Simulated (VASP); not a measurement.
# HgTe (Coloradoite) (I-4m2) in VASP: a series of runs, part 2 of 2

VASP 6.6.1.

## Step 3: Single point, PBEsol

This run uses another cell than the first one, of 32.88 Å³/atom, 1.010 times its volume.

The input, INCAR:

```
ALGO = Normal
EDIFF = 1E-6
ENCUT = 520
GGA = PS
ISIF = 2
ISMEAR = -1
LASPH = T
LCHARG = F
LREAL = F
LWAVE = F
NBANDS = 16
NELM = 80
PREC = Accurate
SIGMA = 0.05
```

The input, KPOINTS:

```
k-points
0
Gamma
  6 6 6
```

The input, POSCAR:

```
HgTe
1.0
    0.0000000000      3.2145000000      3.1823550000
    3.2145000000      0.0000000000      3.1823550000
    3.2145000000      3.2145000000      0.0000000000
Hg Te
1 1
Direct
    0.0000000000      0.0000000000      0.0000000000
    0.7500000000      0.7500000000      0.7500000000
```

Potentials or basis: VASP PAW PBE potentials, release 64 (Hg, Te).

Launch:

```
$ cat potpaw_PBE.64/Hg/POTCAR potpaw_PBE.64/Te/POTCAR > POTCAR
$ mpirun -np 1 vasp_std > vasp.out
```

OUTCAR:

```text
EDIFF = 1E-6
   ENCUT = 520
   GGA = PS
   ISIF = 2
   ISMEAR = -1
   LASPH = T
   LREAL = F
   NELM = 80
   PREC = Accurate

 ion  position               nearest neighbor table
   1  0.000  0.000  0.000-   2 2.77   2 2.77   2 2.77   2 2.77
   2  0.750  0.750  0.750-   1 2.77   1 2.77   1 2.77   1 2.77

  LATTYP: Found a body centered tetragonal cell.
 ALAT       =     4.5459894962
 C/A-ratio  =     1.4000714267

  Lattice vectors:

 A1 = (   0.0000000000,  -3.2145000000,  -3.1823550000)
 A2 = (   0.0000000000,   3.2145000000,  -3.1823550000)
 A3 = (   3.2145000000,   0.0000000000,   3.1823550000)

Analysis of symmetry for initial positions (statically):
=====================================================================
 Subroutine PRICEL returns:
 Original cell was already a primitive cell.

 Routine SETGRP: Setting up the symmetry group for a
 body centered tetragonal supercell.

 Subroutine GETGRP returns: Found  8 space group operations
 (whereof  8 operations were pure point group operations)
 out of a pool of 16 trial point group operations.

The static configuration has the point symmetry D_2d.

Analysis of symmetry for dynamics (positions and initial velocities):
=====================================================================
 Subroutine PRICEL returns:
 Original cell was already a primitive cell.

 Routine SETGRP: Setting up the symmetry group for a
 body centered tetragonal supercell.

 Subroutine GETGRP returns: Found  8 space group operations
 (whereof  8 operations were pure point group operations)
 out of a pool of 16 trial point group operations.

The dynamic configuration has the point symmetry D_2d.

[... 111 lines left out ...]
   EMIN   =  10.00;   EMAX   =-10.00  energy-range for DOS
   EFERMI =   0.00;   METHOD = LEGACY
   ISMEAR =    -1;   SIGMA  =   0.05  broadening in eV -4-tet -1-fermi 0-gaus
   EFERMI_NEDOS =   21; number of points for ismear=-14 and -15
   IALGO  =     38    algorithm
   IMIX   =      4    mixing-type and parameters
     AMIX     =   0.40;   BMIX     =  1.00
     AMIX_MAG =   1.60;   BMIX_MAG =  1.00
  volume/ion in A,a.u.               =      32.88       221.91
  Fermi-wavevector in a.u.,A,eV,Ry     =   1.062912  2.008612 15.371606  1.129781
  Thomas-Fermi vector in A             =   2.198379
   LORBIT       =      0    0 simple, 1 ext, 2 COOP (PROOUT), +10 PAW based schemes
   GGA     = PS    functional components
   LHFCALC =     F    Hartree Fock is set to
   AEXX    =    0.0000 exact exchange contribution
   IVDW    =     0    specifies the selected vdW correction
   LEPSILON=     F    determine dielectric tensor
   LRPA    =     F    only Hartree local field effects (RPA)
 non-spin polarized calculation
  energy-cutoff  :      520.00
  volume of cell :       65.77
 maximum number of plane-waves:      1807
 NGX is ok and might be reduce to    36
   NGX = 17   NGY = 17   NGZ = 17

 number of electron      17.9999998 magnetization

 Free energy of the ion-electron system (eV)
  ---------------------------------------------------
  ext. energy  EPLUGINS =         0.00000000
  ---------------------------------------------------
  free energy    TOTEN  =        -4.33872365 eV

  energy without entropy =       -4.33780228  energy(sigma->0) =       -4.33826296

 E-fermi :   3.2790     XC(G=0):  -9.0559

 val. band max:        3.2657776039   @ k =   0.0000   0.0000   0.0000
 cond. band min:       3.8741911361   @ k =   0.5000   0.0000   0.0000
 fundamental gap:      0.6084135322
 Fermi energy:         3.2790043202

 k-point     1 :       0.0000    0.0000    0.0000
  band No.  band energies     occupation
      1      -8.9762      2.00000
      2      -4.2689      2.00000
      3      -4.2689      2.00000
      4      -4.2667      2.00000
      5      -3.7047      2.00000
      6      -3.6966      2.00000
[... 433 lines left out ...]
      3      -3.9597      2.00000
      4      -3.8959      2.00000
      5      -3.6526      2.00000
      6      -3.3613      2.00000
[... 8 lines left out ...]
     15      13.6701      0.00000
     16      14.6344      0.00000

 [... further k-points ...]

------------------------ aborting loop because EDIFF is reached ----------------------------------------

  FORCE on cell =-STRESS in cart. coord.  units (eV):
  Direction    XX          YY          ZZ          XY          YZ          ZX
  --------------------------------------------------------------------------------------
  -------------------------------------------------------------------------------------
  Total        0.9936834      0.9936834      1.0464123      0.0000000      0.0000000      0.0000000
  in kB       24.2076770     24.2076770     25.4922359      0.0000000      0.0000000      0.0000000
  external PRESSURE =      24.6358633 kB  Pullay stress =       0.0000000 kB

 VOLUME and BASIS-vectors are now :
 -----------------------------------------------------------------------------
  energy-cutoff  :      520.00
  volume of cell :       65.77
      direct lattice vectors                 reciprocal lattice vectors
     0.000000000  3.214500000  3.182355000    -0.155545186  0.155545186  0.157116349
     3.214500000  0.000000000  3.182355000     0.155545186 -0.155545186  0.157116349
     3.214500000  3.214500000  0.000000000     0.155545186  0.155545186 -0.157116349

 POSITION                                       TOTAL-FORCE (eV/Angst)
 -----------------------------------------------------------------------------------
      0.00000      0.00000      0.00000        -0.000000     -0.000000     -0.000000
      4.82175      4.82175      4.77353         0.000000      0.000000      0.000000
 -----------------------------------------------------------------------------------
    total drift:                                0.000000      0.000000     -0.000000

  FREE ENERGIE OF THE ION-ELECTRON SYSTEM (eV)
  ---------------------------------------------------
  free  energy   TOTEN  =        -4.3387236487 eV

  energy  without entropy=       -4.3378022756  energy(sigma->0) =       -4.33826296
```

OSZICAR:

```text
N       E                     dE             d eps       ncg     rms          rms(c)
DAV:   1     0.103948832189E+03    0.10395E+03   -0.79974E+03   960   0.976E+02
DAV:   2    -0.956817416958E+00   -0.10491E+03   -0.98271E+02  1088   0.230E+02
DAV:   3    -0.454994498319E+01   -0.35931E+01   -0.35838E+01  1192   0.439E+01
DAV:   4    -0.458241348723E+01   -0.32469E-01   -0.32467E-01  1384   0.374E+00
DAV:   5    -0.458251781417E+01   -0.10433E-03   -0.10433E-03  1288   0.188E-01    0.812E+00
DAV:   6    -0.435259044418E+01    0.22993E+00   -0.44990E-01  1104   0.934E+00    0.641E+00
DAV:   7    -0.434099909267E+01    0.11591E-01   -0.10733E-01  1128   0.227E+00    0.232E+00
DAV:   8    -0.433894109752E+01    0.20580E-02   -0.11702E-02  1088   0.126E+00    0.596E-01
DAV:   9    -0.433871004667E+01    0.23105E-03   -0.72349E-04  1240   0.316E-01    0.133E-01
DAV:  10    -0.433871769204E+01   -0.76454E-05   -0.79458E-05  1160   0.818E-02    0.513E-02
DAV:  11    -0.433872544107E+01   -0.77490E-05   -0.24134E-05  1144   0.414E-02    0.365E-02
DAV:  12    -0.433872368850E+01    0.17526E-05   -0.39926E-06  1080   0.185E-02    0.174E-02
DAV:  13    -0.433872364873E+01    0.39775E-07   -0.38354E-07   752   0.335E-03
   1 F= -.43387236E+01 E0= -.43382630E+01  d E =-.921373E-03
```

Run time: 29 s. Hardware: 1 thread of Intel Xeon Platinum 8259CL at 2.50GHz (Skylake/Cascade Lake), shared host; peak memory 0.21 GiB.

Results:

* Free energy: -4.3387 eV
* Pressure: 2.5 GPa

Stress tensor (GPa, compression positive):
```
2.42 0.00 0.00
0.00 2.42 0.00
0.00 0.00 2.55
```

Caveat: the PAW data sets were made with another functional, which shifts forces and pressure a little; spin-orbit coupling is left out, which moves the levels of the heavy elements.

## Step 4: Single point, PBEsol

This run uses another cell than the first one, of 33.55 Å³/atom, 1.031 times its volume.

The input, INCAR:

```
ALGO     = Normal         # electronic algorithm
EDIFF    = 1E-7           # SCF threshold, eV
ENCUT    = 520            # plane-wave cutoff, eV
GGA      = PS             # functional
ISIF     = 2              # what is computed and relaxed
ISMEAR   = -1             # smearing method
LASPH    = T              # aspherical terms in the spheres
LCHARG   = F              # write CHGCAR
LREAL    = F              # projectors in reciprocal space
LWAVE    = F              # write WAVECAR
NBANDS   = 16             # bands
NELM     = 100            # most SCF steps
PREC     = Accurate       # precision mode
SIGMA    = 0.05           # smearing width, eV
```

KPOINTS is that of step 3.

The input, POSCAR:

```
HgTe
1.0
    0.0000000000      3.2145000000      3.2466450000
    3.2145000000      0.0000000000      3.2466450000
    3.2145000000      3.2145000000      0.0000000000
Hg Te
1 1
Direct
    0.0000000000      0.0000000000      0.0000000000
    0.7500000000      0.7500000000      0.7500000000
```

Launch:

```
$ cat potpaw_PBE.64/Hg/POTCAR potpaw_PBE.64/Te/POTCAR > POTCAR
$ mpirun -np 1 vasp_std > vasp.out
```

It took 30 s on 1 thread of Intel Xeon Platinum 8259CL at 2.50GHz (Skylake/Cascade Lake), shared host; peak memory 0.22 GiB.

Results (log left out):

* Free energy: -4.3551 eV
* Pressure: 1.4 GPa
* Band gap on the k mesh: zero (filled and empty bands touch)

Stress tensor (GPa, compression positive):
```
1.48 0.00 0.00
0.00 1.48 0.00
0.00 0.00 1.33
```

Levels at points of the mesh, in eV from the Fermi level:
| k point | band 5 | band 6 | band 7 | band 8 | band 9 | band 10 | band 11 | band 12 | band 13 | band 14 |
| --- | --- | --- | --- | --- | --- | --- | --- | --- | --- | --- |
| (0.00, 0.00, 0.00) | -6.89 | -6.88 | -0.83 | -0.06 | -0.03 | -0.03 | 4.13 | 4.13 | 4.13 | 6.26 |
| (0.50, 0.00, 0.00) | -6.86 | -6.58 | -5.62 | -1.07 | -1.02 | 0.60 | 4.91 | 4.96 | 6.68 | 7.75 |
| (0.50, 0.50, 0.00) | -6.82 | -6.44 | -5.58 | -2.33 | -2.33 | 1.85 | 2.35 | 8.04 | 8.80 | 8.80 |
| (0.50, 0.00, 0.50) | -6.82 | -6.42 | -5.53 | -2.39 | -2.36 | 1.77 | 2.31 | 8.11 | 8.77 | 8.83 |

Caveat: the PAW data sets were made with another functional, which shifts forces and pressure a little; spin-orbit coupling is left out, which moves the levels of the heavy elements.

## Step 5: Single point, PBEsol

This run uses another cell than the first one, of 33.88 Å³/atom, 1.041 times its volume.

The input, INCAR:

```
ALGO = Normal ; EDIFF = 1E-7
ENCUT = 520 ; GGA = PS
ISIF = 2 ; ISMEAR = -1
LASPH = T ; LCHARG = F
LREAL = F ; LWAVE = F
NBANDS = 16 ; NELM = 80
PREC = Accurate ; SIGMA = 0.05
```

KPOINTS is that of step 4.

The input, POSCAR:

```
HgTe
1.0
    0.0000000000      3.2145000000      3.2787900000
    3.2145000000      0.0000000000      3.2787900000
    3.2145000000      3.2145000000      0.0000000000
Hg Te
1 1
Direct
    0.0000000000      0.0000000000      0.0000000000
    0.7500000000      0.7500000000      0.7500000000
```

Launch:

```
$ cat potpaw_PBE.64/Hg/POTCAR potpaw_PBE.64/Te/POTCAR > POTCAR
$ mpirun -np 1 vasp_std > vasp.out
```

Wall time 30 s (1 thread of Intel Xeon Platinum 8259CL at 2.50GHz (Skylake/Cascade Lake), shared host); peak memory 0.21 GiB.

Results (log left out):

| Property | Result |
| --- | --- |
| Free energy | -4.3596 eV |
| Pressure | 1.0 GPa |
| Band gap on the k mesh | zero (filled and empty bands touch) |

Stress tensor (GPa, compression positive):
```
1.05 0.00 0.00
0.00 1.05 0.00
0.00 0.00 0.75
```

Levels at points of the mesh, in eV from the Fermi level:
| k point | band 6 | band 7 | band 8 | band 9 | band 10 | band 11 | band 12 | band 13 |
| --- | --- | --- | --- | --- | --- | --- | --- | --- |
| (0.00, 0.00, 0.00) | -6.83 | -0.86 | -0.09 | -0.02 | -0.02 | 4.14 | 4.14 | 4.15 |
| (0.50, 0.00, 0.00) | -6.54 | -5.56 | -1.08 | -0.98 | 0.59 | 4.89 | 4.99 | 6.69 |
| (0.50, 0.50, 0.00) | -6.42 | -5.56 | -2.27 | -2.27 | 1.90 | 2.40 | 7.96 | 8.76 |
| (0.50, 0.00, 0.50) | -6.38 | -5.46 | -2.37 | -2.32 | 1.75 | 2.32 | 8.09 | 8.70 |

Caveat: the PAW data sets were made with another functional, which shifts forces and pressure a little; spin-orbit coupling is left out, which moves the levels of the heavy elements.

## Step 6: Overview

```tsv
cell	gap on the mesh (eV)	pressure (GPa)
a = 4.501, b = 4.501, c = 4.546 Å, angles 59.7, 59.7, 60.7°, 2 atoms	0.07	3.0
a = 4.523, b = 4.523, c = 4.546 Å, angles 59.8, 59.8, 60.3°, 2 atoms	-	2.5
a = 4.569, b = 4.569, c = 4.546 Å, angles 60.2, 60.2, 59.7°, 2 atoms	none	1.4
a = 4.592, b = 4.592, c = 4.546 Å, angles 60.3, 60.3, 59.3°, 2 atoms	none	1.0
```

Alike in all rows: task single point; level PBEsol; potentials or basis VASP PAW PBE potentials, release 64 (Hg, Te); no spin polarisation; k mesh 6 × 6 × 6; cutoff (eV) 520; smearing fermi-dirac 0.05 eV.

Caveats: the PAW data sets were made with another functional, which shifts forces and pressure a little; spin-orbit coupling is left out, which moves the levels of the heavy elements.

Total energies depend on the potentials used, so only differences within one code and one set of settings carry meaning.
